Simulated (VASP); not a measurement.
# Al3O in VASP: single point with PBEsol

Aim: the single point of Al3O with PBEsol.

Program: VASP 6.6.1. These are calculated values, not measurements. Logs are shortened: lines on timing, memory, paths and dates and some standing lists are left out, and cuts for length are marked.

### Step 1. The cell of the first run

The cell holds a slab with vacuum, 4 atoms: a = 2.839 Å, b = 2.839 Å, c = 19.641 Å, α = 90.00°, β = 90.00°, γ = 90.00°.

### Step 2. Single point, PBEsol

File INCAR:

```
ALGO = Normal
DIPOL = 0.5 0.5 0.357
EDIFF = 1E-6
ENCUT = 1000
GGA = PS
GGA_COMPAT = F
IDIPOL = 3
ISIF = 2
ISMEAR = 0
LASPH = T
LCHARG = F
LDIPOL = T
LREAL = F
LWAVE = F
NBANDS = 16
NELM = 120
NELMDL = -8
PREC = Accurate
SIGMA = 0.1
```

File KPOINTS:

```
k-points
0
Gamma
  9 9 1
```

File POSCAR:

```
Al3O
1.0
    2.8394270062      0.0000000000      0.0000000000
    0.0000000000      2.8394270062      0.0000000000
    0.0000000000      0.0000000000     19.6413451717
Al O
3 1
Direct
    0.5000000000      0.5000000000      0.2036520394
    0.0000000000      0.0000000000      0.3090064802
    0.5000000000      0.5000000000      0.4145003868
    0.5000000000      0.5000000000      0.4992554826
```

Potentials or basis: VASP PAW PBE potentials, release 64 (Al, O_h).

On the command line:

```sh
$ cat potpaw_PBE.64/Al/POTCAR potpaw_PBE.64/O_h/POTCAR > POTCAR
$ mpirun -np 1 vasp_std > vasp.out
```

OUTCAR:

```text
EDIFF = 1E-6
   ENCUT = 1000
   GGA = PS
   ISIF = 2
   ISMEAR = 0
   LASPH = T
   LREAL = F
   NELM = 120
   NELMDL = -8
   PREC = Accurate

 ion  position               nearest neighbor table
   1  0.500  0.500  0.204-   2 2.88   2 2.88   2 2.88   2 2.88
   2  0.000  0.000  0.309-   1 2.88   1 2.88   1 2.88   1 2.88   3 2.89   3 2.89   3 2.89   3 2.89

   3  0.500  0.500  0.415-   4 1.66   2 2.89   2 2.89   2 2.89   2 2.89
   4  0.500  0.500  0.499-   3 1.66

  LATTYP: Found a simple tetragonal cell.
 ALAT       =     2.8394270062
 C/A-ratio  =     6.9173622456

  Lattice vectors:

 A1 = (   2.8394270062,   0.0000000000,   0.0000000000)
 A2 = (   0.0000000000,   2.8394270062,   0.0000000000)
 A3 = (   0.0000000000,   0.0000000000,  19.6413451717)

Analysis of symmetry for initial positions (statically):
=====================================================================
 Subroutine PRICEL returns:
 Original cell was already a primitive cell.

 Routine SETGRP: Setting up the symmetry group for a
 simple tetragonal supercell.

 Subroutine GETGRP returns: Found  8 space group operations
 (whereof  8 operations were pure point group operations)
 out of a pool of 16 trial point group operations.

The static configuration has the point symmetry C_4v.

Analysis of symmetry for dynamics (positions and initial velocities):
=====================================================================
 Subroutine PRICEL returns:
 Original cell was already a primitive cell.

 Routine SETGRP: Setting up the symmetry group for a
 simple tetragonal supercell.

 Subroutine GETGRP returns: Found  8 space group operations
 (whereof  8 operations were pure point group operations)
 out of a pool of 16 trial point group operations.

The dynamic configuration has the point symmetry C_4v.

 Subroutine INISYM returns: Found  8 space group operations
 (whereof  8 operations are pure point group operations),
 and found     1 'primitive' translations

----------------------------------------------------------------------------------------

                                     Primitive cell

  volume of cell :     158.3553

  direct lattice vectors                    reciprocal lattice vectors
     2.839427006  0.000000000  0.000000000     0.352183732  0.000000000  0.000000000
     0.000000000  2.839427006  0.000000000     0.000000000  0.352183732  0.000000000
     0.000000000  0.000000000 19.641345172     0.000000000  0.000000000  0.050913010

  length of vectors
     2.839427006  2.839427006 19.641345172     0.352183732  0.352183732  0.050913010

  position of ions in fractional coordinates (direct lattice)
     0.500000000  0.500000000  0.203652039
     0.000000000  0.000000000  0.309006480
     0.500000000  0.500000000  0.414500387
     0.500000000  0.500000000  0.499255483

  ion indices of the primitive-cell ions
   primitive index   ion index
                 1           1
                 2           2
                 3           3
                 4           4

----------------------------------------------------------------------------------------

 KPOINTS: k-points

Automatic generation of k-mesh.
 Grid dimensions read from file:
 generate k-points for:    9    9    1

 Generating k-lattice:

  Cartesian coordinates                     Fractional coordinates (reciprocal lattice)
     0.039131526  0.000000000  0.000000000     0.111111111  0.000000000  0.000000000
     0.000000000  0.039131526  0.000000000     0.000000000  0.111111111  0.000000000
     0.000000000  0.000000000  0.050913010     0.000000000  0.000000000  1.000000000

  Length of vectors
     0.039131526  0.039131526  0.050913010

  Shift w.r.t. Gamma in fractional coordinates (k-lattice)
     0.000000000  0.000000000  0.000000000

 Subroutine IBZKPT returns following result:
 ===========================================

 Found     15 irreducible k-points:

 Following reciprocal coordinates:
            Coordinates               Weight
  0.000000  0.000000  0.000000      1.000000
  0.111111  0.000000  0.000000      4.000000
  0.222222  0.000000  0.000000      4.000000
  0.333333  0.000000  0.000000      4.000000
  0.444444  0.000000  0.000000      4.000000
  0.111111  0.111111  0.000000      4.000000
  0.222222  0.111111  0.000000      8.000000
  0.333333  0.111111  0.000000      8.000000
  0.444444  0.111111  0.000000      8.000000
  0.222222  0.222222  0.000000      4.000000
  0.333333  0.222222  0.000000      8.000000
  0.444444  0.222222  0.000000      8.000000
  0.333333  0.333333  0.000000      4.000000
  0.444444  0.333333  0.000000      8.000000
  0.444444  0.444444  0.000000      4.000000
   k-points           NKPTS =     15   k-points in BZ     NKDIM =     15   number of bands    NBANDS=     16
   number of dos      NEDOS =    301   number of ions     NIONS =      4
   total plane-waves  NPLWV = 189000
   dimension x,y,z NGX =    30 NGY =   30 NGZ =  210
   dimension x,y,z NGXF=    60 NGYF=   60 NGZF=  420
   ions per type =               3   1
   NGX,Y,Z   is equivalent  to a cutoff of  17.56, 17.56, 17.77 a.u.
   NGXF,Y,Z  is equivalent  to a cutoff of  35.13, 35.13, 35.55 a.u.
 SYSTEM =  unknown system
   PREC   = accura    normal or accurate (medium, high low for compatibility)
   ISTART =      0    job   : 0-new  1-cont  2-samecut
   ICHARG =      2    charge: 1-file 2-atom 10-const
   ISPIN  =      1    spin polarized calculation?
   LNONCOLLINEAR =      F non collinear calculations
   LSORBIT =      F    spin-orbit coupling
   LASPH  =      T    aspherical Exc in radial PAW
   ENCUT  = 1000.0 eV  73.50 Ry    8.57 a.u.   7.32  7.32 50.64*2*pi/ulx,y,z
   NELM   =    120;   NELMIN=  2; NELMDL= -8     # of ELM steps
   EDIFF  = 0.1E-05   stopping-criterion for ELM
   LREAL  =      F    real-space projection
   EDIFFG = 0.1E-04   stopping-criterion for IOM
   NSW    =      0    number of steps for IOM
   IBRION =     -1    ionic relax: 0-MD 1-quasi-New 2-CG
   NFREE  =      0    steps in history (QN), initial steepest desc. (CG)
   ISIF   =      2    stress and relaxation
   ISYM   =      2    0-nonsym 1-usesym 2-fastsym
   POTIM  = 0.5000    time-step for ionic-motion
   TEBEG  =    0.0;   TEEND  =   0.0 temperature during run
   PSTRESS=    0.0 pullay stress
   NELECT =      15.0000    total number of electrons
   NUPDOWN=      -1.0000    fix difference up-down
   EMIN   =  10.00;   EMAX   =-10.00  energy-range for DOS
   EFERMI =   0.00;   METHOD = LEGACY
   ISMEAR =     0;   SIGMA  =   0.10  broadening in eV -4-tet -1-fermi 0-gaus
   EFERMI_NEDOS =   21; number of points for ismear=-14 and -15
   IALGO  =     38    algorithm
   IMIX   =      4    mixing-type and parameters
     AMIX     =   0.40;   BMIX     =  1.00
     AMIX_MAG =   1.60;   BMIX_MAG =  1.00
  volume/ion in A,a.u.               =      39.59       267.16
  Fermi-wavevector in a.u.,A,eV,Ry     =   0.746267  1.410241  7.577285  0.556915
  Thomas-Fermi vector in A             =   1.842049
   LORBIT       =      0    0 simple, 1 ext, 2 COOP (PROOUT), +10 PAW based schemes
   GGA     = PS    functional components
   LHFCALC =     F    Hartree Fock is set to
   AEXX    =    0.0000 exact exchange contribution
   IVDW    =     0    specifies the selected vdW correction
   LEPSILON=     F    determine dielectric tensor
   LRPA    =     F    only Hartree local field effects (RPA)
 non-spin polarized calculation
 Gauss-broadening in eV      SIGMA  =   0.10
  energy-cutoff  :     1000.00
  volume of cell :      158.36
 maximum number of plane-waves:     11477
 NGX is ok and might be reduce to    30
   NGX = 15   NGY = 15   NGZ =101

 dipolmoment           0.000000      0.000000     -0.012597 electrons x Angstroem

 number of electron      14.9999999 magnetization

 dipolmoment           0.000000      0.000000      0.243624 electrons x Angstroem

 Free energy of the ion-electron system (eV)
  ---------------------------------------------------
  ext. energy  EPLUGINS =         0.00000000
  ---------------------------------------------------
  free energy    TOTEN  =       -16.84057376 eV

  energy without entropy =      -16.83236350  energy(sigma->0) =      -16.83646863

 E-fermi :  -1.9611     XC(G=0):  -4.6655

 val. band max:       -2.1052477406   @ k =   0.3333   0.1111   0.0000
 cond. band min:      -1.9411256102   @ k =   0.0000   0.0000   0.0000
 fundamental gap:      0.1641221304
 Fermi energy:        -1.9610831604

 k-point     1 :       0.0000    0.0000    0.0000
  band No.  band energies     occupation
      1     -18.6302      2.00000
      2     -12.3557      2.00000
      3      -9.9110      2.00000
      4      -6.4115      2.00000
      5      -4.1788      2.00000
      6      -1.9411      0.77776
[... 8 lines left out ...]
     15       6.2613      0.00000
     16       6.6691      0.00000

 k-point     2 :       0.1111    0.0000    0.0000
  band No.  band energies     occupation
      1     -18.5794      2.00000
      2     -12.1322      2.00000
      3      -9.6959      2.00000
      4      -6.2209      2.00000
      5      -4.0716      2.00000
      6      -2.3882      2.00000
[... 8 lines left out ...]
     15       5.9332      0.00000
     16       6.9005      0.00000

 k-point     3 :       0.2222    0.0000    0.0000
  band No.  band energies     occupation
      1     -18.4473      2.00000
      2     -11.4641      2.00000
      3      -9.0543      2.00000
      4      -5.6777      2.00000
      5      -3.8038      2.00000
      6      -3.2135      2.00000
[... 8 lines left out ...]
     15       6.1596      0.00000
     16       6.8202      0.00000
[... 191 lines left out ...]
 k-point    14 :       0.4444    0.3333    0.0000
  band No.  band energies     occupation
      1     -17.8968      2.00000
      2      -6.8926      2.00000
      3      -5.0817      2.00000
      4      -4.9046      2.00000
      5      -3.9989      2.00000
      6      -3.4911      2.00000
[... 8 lines left out ...]
     15       3.2857      0.00000
     16       4.7170      0.00000

 k-point    15 :       0.4444    0.4444    0.0000
  band No.  band energies     occupation
      1     -17.8077      2.00000
      2      -5.4705      2.00000
      3      -4.3583      2.00000
      4      -4.1512      2.00000
      5      -3.7158      2.00000
      6      -3.6611      2.00000
[... 8 lines left out ...]
     15       3.1470      0.00000
     16       4.8775      0.00000

------------------------ aborting loop because EDIFF is reached ----------------------------------------

 vacuum level on the upper side and lower side of the slab       (xc-potential included)         2.673        -2.691

  FORCE on cell =-STRESS in cart. coord.  units (eV):
  Direction    XX          YY          ZZ          XY          YZ          ZX
  --------------------------------------------------------------------------------------
  -------------------------------------------------------------------------------------
  Total       -1.1172582     -1.1172582      0.2038674      0.0000000      0.0000000      0.0000000
  in kB      -11.3039833    -11.3039833      2.0626509      0.0000000      0.0000000      0.0000000
  external PRESSURE =      -6.8484385 kB  Pullay stress =       0.0000000 kB

 VOLUME and BASIS-vectors are now :
 -----------------------------------------------------------------------------
  energy-cutoff  :     1000.00
  volume of cell :      158.36
      direct lattice vectors                 reciprocal lattice vectors
     2.839427006  0.000000000  0.000000000     0.352183732  0.000000000  0.000000000
     0.000000000  2.839427006  0.000000000     0.000000000  0.352183732  0.000000000
     0.000000000  0.000000000 19.641345172     0.000000000  0.000000000  0.050913010

 POSITION                                       TOTAL-FORCE (eV/Angst)
 -----------------------------------------------------------------------------------
      1.41971      1.41971      4.00000         0.000000      0.000000     -0.137520
      0.00000      0.00000      6.06930        -0.000000      0.000000      0.256708
      1.41971      1.41971      8.14135        -0.000000     -0.000000     -0.198136
      1.41971      1.41971      9.80605        -0.000000      0.000000      0.078948
 -----------------------------------------------------------------------------------
    total drift:                                0.000000      0.000000     -0.001345

  FREE ENERGIE OF THE ION-ELECTRON SYSTEM (eV)
  ---------------------------------------------------
  free  energy   TOTEN  =       -16.8405737603 eV

  energy  without entropy=      -16.8323634996  energy(sigma->0) =      -16.83646863

 vacuum level on the upper side and lower side of the slab         7.718         2.250
```

Run time: 5.5 min. Hardware: 1 thread of Intel Xeon Platinum 8375C at 2.90GHz (Ice Lake), shared host; peak memory 0.46 GiB.

Results:

```
Free energy            : -16.8406 eV
Largest force          : 0.257 eV/Å
Band gap on the k mesh : zero (an odd number of electrons rules out a gap without spin polarisation)
```

Forces on the atoms (eV/Å):
```
Al   0.000  0.000 -0.138
Al   0.000  0.000  0.257
Al   0.000  0.000 -0.198
O    0.000  0.000  0.079
```

Levels at points of the mesh, in eV from the Fermi level:
| k point | band 5 | band 6 | band 7 | band 8 | band 9 | band 10 |
| --- | --- | --- | --- | --- | --- | --- |
| (0.00, 0.00, 0.00) | -2.22 | 0.02 | 0.02 | 0.55 | 3.60 | 5.24 |

Caveat: the PAW data sets were made with another functional, which shifts forces and pressure a little.

The gap in the log of VASP goes by the Fermi energy; the results here count the filled bands.